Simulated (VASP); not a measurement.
Write the native input for VASP 6.6.1 that does the following.

| Property | Result |
| --- | --- |
| Task | single point |
| Functional | r2SCAN |
| Potentials or basis | VASP PAW PBE potentials, release 64 (Ca_sv, O_h) |
| Cutoff | 910 eV |
| k mesh | 8 × 8 × 8 |
| Occupations | gaussian, width 0.01 eV |
| Spin | no spin polarisation |
| Dipole correction | no |
| Further INCAR settings | ALGO = Normal; EDIFF = 1e-06; NBANDS = 15 |

The system is CaO.

```
Ca O
1.0
     0.00000    2.58718    2.60673
     2.58718    0.00000    2.60673
     2.58718    2.58718    0.00000
Ca O
1 1
Direct
  0.00000 0.00000 0.00000
  0.25000 0.25000 0.25000
```

This cell differs from its parent crystal: biaxial xy strain -0.8%.

One way to write it, as run:

POSCAR

```
CaO
1.0
    0.0000000000      2.5871812535      2.6067317416
    2.5871812535      0.0000000000      2.6067317416
    2.5871812535      2.5871812535      0.0000000000
Ca O
1 1
Direct
    0.0000000000      0.0000000000      0.0000000000
    0.2500000000      0.2500000000      0.2500000000
```

INCAR.step1

```
PREC = Accurate ; ENCUT = 910
ISMEAR = 0 ; SIGMA = 0.01
LREAL = F ; LASPH = T
NELM = 120 ; NBANDS = 15
GGA = PE ; ALGO = Normal
EDIFF = 1E-5 ; LWAVE = T
LCHARG = F ; GGA_COMPAT = F
```

INCAR.step2

```
PREC = Accurate ; ENCUT = 910
EDIFF = 1E-6 ; ISMEAR = 0
SIGMA = 0.01 ; LREAL = F
LASPH = T ; NELM = 120
ALGO = Normal ; ISIF = 2
LWAVE = F ; LCHARG = F
METAGGA = R2SCAN ; LMIXTAU = T
NBANDS = 15 ; ISTART = 1
GGA_COMPAT = F
```

KPOINTS

```
regular mesh
0
Gamma
  8 8 8
```

Potentials or basis: VASP PAW PBE potentials, release 64 (Ca_sv, O_h).

Launch:

```bash
$ cat potpaw_PBE.64/Ca_sv/POTCAR potpaw_PBE.64/O_h/POTCAR > POTCAR
$ cp INCAR.step1 INCAR
$ mpirun -np 1 vasp_std > vasp.out
$ cp INCAR.step2 INCAR
$ mpirun -np 1 vasp_std > vasp.out
```

Results of the run:

```yaml
Pressure: 2.0 GPa
Band_gap_on_the_k_mesh: 3.78 eV (least direct gap 4.44 eV)
```

Caveat: the cell differs from its parent crystal (biaxial xy strain -0.8%); the cutoff is under 1.25 times the usual one of these potentials, so pressure, stress and relaxed cells hold a basis-set (Pulay) error; the PAW data sets were made with another functional, which shifts forces and pressure a little.

It took 2.3 min on 1 thread of Intel(R) Xeon(R) Platinum 8559C (Emerald Rapids), on a shared host, peak memory 0.26 GiB.
